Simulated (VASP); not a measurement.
Here is a VASP 6.6.1 calculation.

File INCAR:

```
SYSTEM = Pb2O
  PREC = Accurate
  ENCUT = 520
  EDIFF = 1E-8
  ISMEAR = -1
  SIGMA = 0.05
  LREAL = .False.
  LASPH = .True.
  NELM = 80
  ALGO = Normal
  ISIF = 2
  LWAVE = .False.
  LCHARG = .False.
  GGA = PE
  LEFG = .True.
  NBANDS = 43
```

File KPOINTS:

```
Automatic mesh
0
Gamma
  6 6 6
  0 0 0
```

The input POSCAR:

```
Pb2O
1.0
    5.3800000000      0.0000000000      0.0000000000
    0.0000000000      5.3800000000      0.0000000000
    0.0000000000      0.0000000000      5.3800000000
Pb O
4 2
Direct
    0.2500000000      0.2500000000      0.2500000000
    0.7500000000      0.7500000000      0.2500000000
    0.2500000000      0.7500000000      0.7500000000
    0.7500000000      0.2500000000      0.7500000000
    0.0000000000      0.0000000000      0.0000000000
    0.5000000000      0.5000000000      0.5000000000
```

Potentials or basis: VASP PAW PBE potentials, release 64 (Pb_d, O).

Command:

```sh
$ cat potpaw_PBE.64/Pb_d/POTCAR potpaw_PBE.64/O/POTCAR > POTCAR
$ mpirun -np 1 vasp_std > vasp.out
```

(1) Estimate the pressure.

(2) What does it give for the band gap on the k mesh?

Answers

(1) 2.8 GPa.

(2) zero (bands 34 and 35 overlap by 0.90 eV).

Caveat: without QUAD_EFG the Cq values of the log hold for a quadrupole moment of 1 mb, not for the nuclei; spin-orbit coupling is left out, which moves the levels of the heavy elements.
